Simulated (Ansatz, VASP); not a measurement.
# Two plane-wave programs on Pt

```
Pt
1.0
     2.65418    0.00000    0.00000
    -1.32709    2.29859    0.00000
     0.00000    0.00000    2.65058
Pt
1
Direct
  0.00000 0.00000 0.00000
```

Alike in both runs: functional PBEsol; k mesh 24 × 24 × 22; occupations gaussian, width 0.1 eV; no spin polarisation.

Ansatz relaxed the structure, and its values are those at the end. VASP's run is a single point on that final structure, the one shown.

```csv
,VASP,Ansatz
version,VASP 6.6.1,Ansatz 0.2.0
potentials or method,"VASP PAW PBE potentials, release 64 (Pt), cutoff 520 eV","scalar-relativistic, plane waves, PAW"
valence electrons in the cell,10,18
```

```tsv
	VASP	Ansatz	Ansatz less VASP
gap on the k mesh at the Fermi level (eV)	none	none	-
pressure (GPa)	-0.4	0.0	+0.47
```

VASP's potentials were made for PBE, not for PBEsol. A gap of «none» marks a metal or a gap that the smearing closes. VASP's potentials hold 10 valence electrons a cell and Ansatz's 18, so a difference there can come from the potentials and not from the codes.

Neither program's run includes spin-orbit coupling.
